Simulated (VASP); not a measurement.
The system is Al2BAs2.

```
Al B As
1.0
     3.89678    0.00000    0.00000
    -1.94839    3.37471    0.00000
     0.00000    0.00000    7.62005
Al B As
2 1 2
Direct
  0.00000 0.00000 0.70553
  0.00000 0.00000 0.29447
  0.66667 0.33333 0.00000
  0.66667 0.33333 0.50000
  0.33333 0.66667 0.00000
```

```yaml
Program: VASP 6.6.1
Task: relaxation of cell and atoms
Functional: PBE
Potentials_or_basis: VASP PAW PBE potentials, release 64 (Al, B, As)
Cutoff: 600 eV
k_mesh: 6 × 6 × 2
Occupations: gaussian, width 0.1 eV
Spin: no spin polarisation
```

At the start: pressure -8.3 GPa; volume 20.04 Å³/atom.

Problem. How do energy, volume and symmetry change on relaxing?

Solution. Over 12 steps the energy falls by 114.2 meV/atom and the volume is 17.35 Å³/atom (-13.4 %); space group P-6m2 (No. 187, to 0.05 Å).

The path:
```tsv
step	energy change (eV)	largest force (eV/Å)	pressure (GPa)	volume (Å³)
1	0.0000	0.4800	-8.27	100.21
2	-0.4562	0.0566	0.39	85.93
3	-0.4565	0.0501	0.62	85.66
4	-0.5132	0.2748	-0.20	85.62
5	-0.5212	0.2477	1.22	85.22
6	-0.5576	0.2128	0.11	85.49
7	-0.5591	0.1914	0.25	85.45
8	-0.5637	0.1498	0.05	85.89
9	-0.5688	0.0467	-0.47	87.21
10	-0.5682	0.1763	0.27	86.64
11	-0.5701	0.0432	-0.13	86.94
12	-0.5708	0.0203	-0.05	86.76
```

Final structure:
```xyz
5
Lattice="3.5845 0.0000 0.0000 -1.7923 3.1043 0.0000 0.0000 0.0000 7.7967" Properties=species:S:1:pos:R:3 pbc="T T T"
Al    0.0000    0.0000    5.4112
Al    0.0000    0.0000    2.3856
B     1.7923    1.0348    7.7967
As    1.7923    1.0348    3.8984
As    0.0000    2.0695    7.7967
```

Caveat: the k points lie up to 0.40 Å⁻¹ apart in the final cell.
